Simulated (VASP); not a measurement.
# TiTe2 (P-3m1) in VASP: notebook

Aim: see how the results for TiTe2 move with the level of theory and the settings. Levels: PBEsol, PBE. Tasks: single point.

All numbers are computed with VASP 6.6.1; they aren't measurements. Logs are shortened: lines on timing, memory, paths and dates and some standing lists are left out, and cuts for length are marked.

**1. The cell of the first run**

The structure is trigonal, space group P-3m1 (No. 164). Conventional cell: a = 3.706 Å, b = 3.706 Å, c = 6.407 Å, α = 90.00°, β = 90.00°, γ = 120.00°. Within 3.6 Å of Te (site symmetry 3m) lie 3 Ti at 2.74 Å. Ti (site symmetry -3m) has 6 Te at 2.74 Å within 3.6 Å.

**2. Single point, PBEsol**

Input file INCAR:

```
SYSTEM = TiTe2
ALGO = Normal ; EDIFF = 1E-7
ENCUT = 520 ; GGA = PS
ISIF = 2 ; ISMEAR = -1
LASPH = .TRUE. ; LCHARG = .FALSE.
LREAL = .FALSE. ; LWAVE = .FALSE.
NBANDS = 19 ; NELM = 80
PREC = Accurate ; SIGMA = 0.05
```

Input file KPOINTS:

```
k-points
0
G
  8 8 4
  0 0 0
```

Input file POSCAR:

```
TiTe2
1.0
    3.7058184827      0.0000000000      0.0000000000
   -1.8529092413      3.2093329478      0.0000000000
    0.0000000000      0.0000000000      6.4066928086
Te Ti
2 1
Direct
    0.3333333333      0.6666666667      0.7321480415
    0.6666666667      0.3333333333      0.2678519585
    0.0000000000      0.0000000000      0.0000000000
```

Potentials or basis: VASP PAW PBE potentials, release 64 (Te, Ti_sv).

Started as:

```sh
$ cat potpaw_PBE.64/Te/POTCAR potpaw_PBE.64/Ti_sv/POTCAR > POTCAR
$ mpirun -np 1 vasp_std > vasp.out
```

OUTCAR:

```text
SYSTEM = TiTe2
   EDIFF = 1E-7
   ENCUT = 520
   GGA = PS
   ISIF = 2
   ISMEAR = -1
   LASPH = .TRUE.
   LREAL = .FALSE.
   NELM = 80
   PREC = Accurate

 ion  position               nearest neighbor table
   1  0.333  0.667  0.732-   3 2.74   3 2.74   3 2.74   2 3.66   2 3.66   2 3.66
   2  0.667  0.333  0.268-   3 2.74   3 2.74   3 2.74   1 3.66   1 3.66   1 3.66
   3  0.000  0.000  0.000-   1 2.74   2 2.74   1 2.74   2 2.74   2 2.74   1 2.74

  LATTYP: Found a hexagonal cell.
 ALAT       =     3.7058184827
 C/A-ratio  =     1.7288199189

  Lattice vectors:

 A1 = (   3.7058184827,   0.0000000000,   0.0000000000)
 A2 = (  -1.8529092413,   3.2093329478,   0.0000000000)
 A3 = (   0.0000000000,   0.0000000000,   6.4066928086)

Analysis of symmetry for initial positions (statically):
=====================================================================
 Subroutine PRICEL returns:
 Original cell was already a primitive cell.

 Routine SETGRP: Setting up the symmetry group for a
 hexagonal supercell.

 Subroutine GETGRP returns: Found 12 space group operations
 (whereof 12 operations were pure point group operations)
 out of a pool of 24 trial point group operations.

The static configuration has the point symmetry D_3d.

Analysis of symmetry for dynamics (positions and initial velocities):
=====================================================================
 Subroutine PRICEL returns:
 Original cell was already a primitive cell.

 Routine SETGRP: Setting up the symmetry group for a
 hexagonal supercell.

 Subroutine GETGRP returns: Found 12 space group operations
 (whereof 12 operations were pure point group operations)
 out of a pool of 24 trial point group operations.

The dynamic configuration has the point symmetry D_3d.

 Subroutine INISYM returns: Found 12 space group operations
 (whereof 12 operations are pure point group operations),
 and found     1 'primitive' translations

----------------------------------------------------------------------------------------

                                     Primitive cell

  volume of cell :      76.1961

  direct lattice vectors                    reciprocal lattice vectors
     3.705818483  0.000000000  0.000000000     0.269845921  0.155795615  0.000000000
    -1.852909241  3.209332948  0.000000000     0.000000000  0.311591230  0.000000000
     0.000000000  0.000000000  6.406692809     0.000000000  0.000000000  0.156086772

  length of vectors
     3.705818483  3.705818483  6.406692809     0.311591230  0.311591230  0.156086772

  position of ions in fractional coordinates (direct lattice)
     0.333333333  0.666666667  0.732148041
     0.666666667  0.333333333  0.267851959
     0.000000000  0.000000000  0.000000000

  ion indices of the primitive-cell ions
   primitive index   ion index
                 1           1
                 2           2
                 3           3

----------------------------------------------------------------------------------------

 KPOINTS: k-points

Automatic generation of k-mesh.
 Grid dimensions read from file:
 generate k-points for:    8    8    4

 Generating k-lattice:

  Cartesian coordinates                     Fractional coordinates (reciprocal lattice)
     0.033730740  0.019474452  0.000000000     0.125000000  0.000000000  0.000000000
     0.000000000  0.038948904  0.000000000     0.000000000  0.125000000  0.000000000
     0.000000000  0.000000000  0.039021693     0.000000000  0.000000000  0.250000000

  Length of vectors
     0.038948904  0.038948904  0.039021693

  Shift w.r.t. Gamma in fractional coordinates (k-lattice)
     0.000000000  0.000000000  0.000000000

 Subroutine IBZKPT returns following result:
 ===========================================

 Found     35 irreducible k-points:

 Following reciprocal coordinates:
            Coordinates               Weight
  0.000000  0.000000  0.000000      1.000000
  0.125000  0.000000  0.000000      6.000000
  0.250000  0.000000  0.000000      6.000000
  0.375000 -0.000000  0.000000      6.000000
  0.500000  0.000000  0.000000      3.000000
  0.125000  0.125000  0.000000      6.000000
[... 16 lines left out ...]
 -0.125000  0.500000  0.250000     12.000000
  0.250000  0.250000  0.250000     12.000000
 [... further k-points ...]
   k-points           NKPTS =     35   k-points in BZ     NKDIM =     35   number of bands    NBANDS=     19
   number of dos      NEDOS =    301   number of ions     NIONS =      3
   total plane-waves  NPLWV =  37632
   dimension x,y,z NGX =    28 NGY =   28 NGZ =   48
   dimension x,y,z NGXF=    56 NGYF=   56 NGZF=   96
   ions per type =               2   1
   NGX,Y,Z   is equivalent  to a cutoff of  12.56, 12.56, 12.46 a.u.
   NGXF,Y,Z  is equivalent  to a cutoff of  25.12, 25.12, 24.91 a.u.
 SYSTEM =  TiTe2
   PREC   = accura    normal or accurate (medium, high low for compatibility)
   ISTART =      0    job   : 0-new  1-cont  2-samecut
   ICHARG =      2    charge: 1-file 2-atom 10-const
   ISPIN  =      1    spin polarized calculation?
   LNONCOLLINEAR =      F non collinear calculations
   LSORBIT =      F    spin-orbit coupling
   LASPH  =      T    aspherical Exc in radial PAW
   ENCUT  =  520.0 eV  38.22 Ry    6.18 a.u.   6.89  6.89 11.91*2*pi/ulx,y,z
   NELM   =     80;   NELMIN=  2; NELMDL= -5     # of ELM steps
   EDIFF  = 0.1E-06   stopping-criterion for ELM
   LREAL  =      F    real-space projection
   EDIFFG = 0.1E-05   stopping-criterion for IOM
   NSW    =      0    number of steps for IOM
   IBRION =     -1    ionic relax: 0-MD 1-quasi-New 2-CG
   NFREE  =      0    steps in history (QN), initial steepest desc. (CG)
   ISIF   =      2    stress and relaxation
   ISYM   =      2    0-nonsym 1-usesym 2-fastsym
   POTIM  = 0.5000    time-step for ionic-motion
   TEBEG  =    0.0;   TEEND  =   0.0 temperature during run
   PSTRESS=    0.0 pullay stress
   NELECT =      24.0000    total number of electrons
   NUPDOWN=      -1.0000    fix difference up-down
   EMIN   =  10.00;   EMAX   =-10.00  energy-range for DOS
   EFERMI =   0.00;   METHOD = LEGACY
   ISMEAR =    -1;   SIGMA  =   0.05  broadening in eV -4-tet -1-fermi 0-gaus
   EFERMI_NEDOS =   21; number of points for ismear=-14 and -15
   IALGO  =     38    algorithm
   IMIX   =      4    mixing-type and parameters
     AMIX     =   0.40;   BMIX     =  1.00
     AMIX_MAG =   1.60;   BMIX_MAG =  1.00
  volume/ion in A,a.u.               =      25.40       171.40
  Fermi-wavevector in a.u.,A,eV,Ry     =   1.113869  2.104908 16.880819  1.240705
  Thomas-Fermi vector in A             =   2.250459
   LORBIT       =      0    0 simple, 1 ext, 2 COOP (PROOUT), +10 PAW based schemes
   GGA     = PS    functional components
   LHFCALC =     F    Hartree Fock is set to
   AEXX    =    0.0000 exact exchange contribution
   IVDW    =     0    specifies the selected vdW correction
   LEPSILON=     F    determine dielectric tensor
   LRPA    =     F    only Hartree local field effects (RPA)
 non-spin polarized calculation
  energy-cutoff  :      520.00
  volume of cell :       76.20
 maximum number of plane-waves:      2076
   NGX = 13   NGY = 13   NGZ = 23

 number of electron      24.0000001 magnetization

 Free energy of the ion-electron system (eV)
  ---------------------------------------------------
  ext. energy  EPLUGINS =         0.00000000
  ---------------------------------------------------
  free energy    TOTEN  =       -17.54938213 eV

  energy without entropy =      -17.53756918  energy(sigma->0) =      -17.54347566

 E-fermi :   7.3121     XC(G=0): -10.2591

 val. band max:        7.2993335437   @ k =   0.5000   0.0000   0.0000
 cond. band min:       7.3270344438   @ k =   0.1250   0.0000   0.0000
 fundamental gap:      0.0277009002
 Fermi energy:         7.3120751681

 k-point     1 :       0.0000    0.0000    0.0000
  band No.  band energies     occupation
      1     -49.8000      2.00000
      2     -26.1630      2.00000
      3     -26.1630      2.00000
      4     -26.1390      2.00000
      5      -5.3886      2.00000
      6      -3.7284      2.00000
[... 11 lines left out ...]
     18      12.5268      0.00000
     19      13.5409      0.00000

 k-point     2 :       0.1250    0.0000    0.0000
  band No.  band energies     occupation
      1     -49.7994      2.00000
      2     -26.1709      2.00000
      3     -26.1648      2.00000
      4     -26.1371      2.00000
      5      -5.2024      2.00000
      6      -3.6298      2.00000
[... 11 lines left out ...]
     18      13.4578      0.00000
     19      14.2880      0.00000

 k-point     3 :       0.2500    0.0000    0.0000
  band No.  band energies     occupation
      1     -49.7979      2.00000
      2     -26.1900      2.00000
      3     -26.1692      2.00000
      4     -26.1325      2.00000
      5      -4.6788      2.00000
      6      -3.3814      2.00000
[... 11 lines left out ...]
     18      13.1334      0.00000
     19      13.8946      0.00000

 k-point     4 :       0.3750   -0.0000    0.0000
  band No.  band energies     occupation
      1     -49.7965      2.00000
      2     -26.2090      2.00000
      3     -26.1735      2.00000
      4     -26.1280      2.00000
      5      -3.9553      2.00000
      6      -3.1594      2.00000
[... 11 lines left out ...]
     18      12.8911      0.00000
     19      13.0871      0.00000

 k-point     5 :       0.5000    0.0000    0.0000
  band No.  band energies     occupation
      1     -49.7959      2.00000
      2     -26.2168      2.00000
      3     -26.1753      2.00000
      4     -26.1261      2.00000
      5      -3.4336      2.00000
      6      -3.2099      2.00000
[... 11 lines left out ...]
     18      12.7010      0.00000
     19      12.9209      0.00000
[... 334 lines left out ...]
      2     -26.2005      2.00000
      3     -26.1751      2.00000
      4     -26.1294      2.00000
      5      -4.0720      2.00000
      6      -3.4082      2.00000
[... 11 lines left out ...]
     18      12.8670      0.00000
     19      13.9108      0.00000

 k-point    22 :       0.3750    0.1250    0.2500
  band No.  band energies     occupation
      1     -49.7959      2.00000
      2     -26.2124      2.00000
      3     -26.1797      2.00000
      4     -26.1262      2.00000
      5      -3.5437      2.00000
      6      -3.0870      2.00000
[... 11 lines left out ...]
     18      12.5486      0.00000
     19      13.3349      0.00000

 k-point    23 :      -0.1250    0.5000    0.2500
  band No.  band energies     occupation
      1     -49.7959      2.00000
      2     -26.2124      2.00000
      3     -26.1797      2.00000
      4     -26.1262      2.00000
      5      -3.4403      2.00000
      6      -3.2154      2.00000
[... 11 lines left out ...]
     18      12.1925      0.00000
     19      13.6734      0.00000

 k-point    24 :       0.2500    0.2500    0.2500
  band No.  band energies     occupation
      1     -49.7959      2.00000
      2     -26.2064      2.00000
      3     -26.1857      2.00000
      4     -26.1262      2.00000
      5      -3.5404      2.00000
      6      -3.1257      2.00000
[... 11 lines left out ...]
     18      12.5594      0.00000
     19      13.4060      0.00000

 [... further k-points ...]
[... 5 lines left out ...]
  --------------------------------------------------------------------------------------
  -------------------------------------------------------------------------------------
  Total        0.0167474      0.0167474      0.0078619      0.0000000      0.0000000      0.0000000
  in kB        0.3521477      0.3521477      0.1653122      0.0000000      0.0000000      0.0000000
  external PRESSURE =       0.2898692 kB  Pullay stress =       0.0000000 kB

 VOLUME and BASIS-vectors are now :
 -----------------------------------------------------------------------------
  energy-cutoff  :      520.00
  volume of cell :       76.20
      direct lattice vectors                 reciprocal lattice vectors
     3.705818483  0.000000000  0.000000000     0.269845921  0.155795615  0.000000000
    -1.852909241  3.209332948  0.000000000     0.000000000  0.311591230  0.000000000
     0.000000000  0.000000000  6.406692809     0.000000000  0.000000000  0.156086772

 POSITION                                       TOTAL-FORCE (eV/Angst)
 -----------------------------------------------------------------------------------
     -0.00000      2.13956      4.69065         0.000000     -0.000000     -0.015161
      1.85291      1.06978      1.71605        -0.000000      0.000000      0.015161
      0.00000      0.00000      0.00000         0.000000     -0.000000      0.000000
 -----------------------------------------------------------------------------------
    total drift:                               -0.000000      0.000000     -0.000000

  FREE ENERGIE OF THE ION-ELECTRON SYSTEM (eV)
  ---------------------------------------------------
  free  energy   TOTEN  =       -17.5493821334 eV

  energy  without entropy=      -17.5375691768  energy(sigma->0) =      -17.54347566
```

Run time: 28 s. Hardware: 1 thread of Intel Xeon 6975P-C (Granite Rapids), shared host; peak memory 0.21 GiB.

Results:

```
Free energy            : -17.5494 eV
Pressure               : 0.0 GPa
Largest force          : 0.015 eV/Å
Band gap on the k mesh : zero (band 12 reaches 7.76 eV, above the bottom of band 13 at 6.94 eV)
```

Forces on the atoms (eV/Å):
```
Te   0.000  0.000 -0.015
Te   0.000  0.000  0.015
Ti   0.000  0.000  0.000
```

Caveat: the PAW data sets were made with another functional, which shifts forces and pressure a little; spin-orbit coupling is left out, which moves the levels of the heavy elements; this functional lacks dispersion, which binds the layers, so the pressure and a relaxed spacing across them are unreliable.

**3. Single point, PBE**

This run uses another cell than the first one, of 27.86 Å³/atom, 1.097 times its volume.

Input file INCAR:

```
PREC = Accurate
ENCUT = 520
EDIFF = 1E-6
ISMEAR = -1
SIGMA = 0.05
LREAL = F
LASPH = T
NELM = 60
ALGO = Normal
ISIF = 2
LWAVE = F
LCHARG = F
GGA = PE
NBANDS = 19
```

Input file KPOINTS:

```
regular mesh
0
Gamma
  8 8 4
```

Input file POSCAR:

```
TiTe2
1.0
    3.7881490198      0.0000000000      0.0000000000
   -1.8940745099      3.2806332845      0.0000000000
    0.0000000000      0.0000000000      6.7242923052
Te Ti
2 1
Direct
    0.3333333333      0.6666666667      0.7449329683
    0.6666666667      0.3333333333      0.2550670317
    0.0000000000      0.0000000000      0.0000000000
```

Potentials or basis: VASP PAW PBE potentials, release 64 (Te, Ti_sv).

Started as:

```sh
$ cat potpaw_PBE.64/Te/POTCAR potpaw_PBE.64/Ti_sv/POTCAR > POTCAR
$ mpirun -np 1 vasp_std > vasp.out
```

Wall time 26 s (1 thread of Intel Xeon 6975P-C (Granite Rapids), shared host); peak memory 0.21 GiB.

Results (log left out):

| Quantity | Value |
| --- | --- |
| Free energy | -16.2253 eV |
| Pressure | 0.0 GPa |
| Largest force | 0.010 eV/Å |
| Band gap on the k mesh | zero (band 12 reaches 6.73 eV, above the bottom of band 13 at 6.10 eV) |

Forces on the atoms (eV/Å):
```
Te   0.000  0.000 -0.010
Te   0.000  0.000  0.010
Ti   0.000  0.000  0.000
```

Levels at points of the mesh, in eV from the Fermi level:
```csv
k point,band 8,band 9,band 10,band 11,band 12,band 13,band 14,band 15,band 16,band 17
"(0.00, 0.00, 0.00)",-1.62,-1.62,0.26,0.36,0.40,0.40,1.06,1.06,3.12,3.12
"(0.50, 0.00, 0.00)",-3.69,-2.51,-2.33,-1.74,-0.99,0.03,1.14,1.46,2.45,3.24
"(0.00, 0.00, 0.50)",-2.47,-1.57,-1.57,0.40,0.40,0.85,0.85,0.95,3.42,3.42
"(0.50, 0.00, 0.50)",-4.32,-2.36,-1.92,-1.11,-0.63,-0.23,1.14,1.45,2.69,3.39
```

Caveat: spin-orbit coupling is left out, which moves the levels of the heavy elements; this functional lacks dispersion, which binds the layers, so the pressure and a relaxed spacing across them are unreliable.
